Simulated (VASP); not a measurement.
TaVN2:

```
CELL_PARAMETERS angstrom
3.04987 0.00000 0.00000
0.00000 3.04987 0.00000
0.00000 0.00000 4.29606
ATOMIC_POSITIONS crystal
Ta 0.00000 0.00000 0.00000
V 0.50000 0.50000 0.50000
N 0.50000 0.50000 0.00000
N 0.00000 0.00000 0.50000
```

Base run:

- Program: VASP 6.6.1
- Functional: PBE
- Potentials or basis: VASP PAW PBE potentials, release 64 (Ta_pv, V_sv, N)
- Cutoff: 520 eV
- k mesh: 9 × 9 × 6
- Occupations: fermi-dirac, width 0.05 eV
- Spin: collinear spin, ferromagnetic start
- Starting moments: [0.0, 2.0, 0.0, 0.0] μB

Its results: pressure -0.1 GPa; net moment 1.14 μB per cell; site moments Ta -0.06; V +1.09; N +0.02 μB.

**Question.** The run is repeated on the same cell with these changes: functional from PBE to r2SCAN; further incar settings from ALGO = Normal; EDIFF = 1e-07; NBANDS = 29 to ALGO = Normal; EDIFF = 1e-06; NBANDS = 29. What comes out?

**Answer.** Pressure 2.5 GPa; net moment 1.95 μB per cell; site moments Ta -0.12; V +1.88; N +0.03, +0.04 μB.

Caveats: the PAW data sets were made with another functional, which shifts forces and pressure a little (at least some runs).
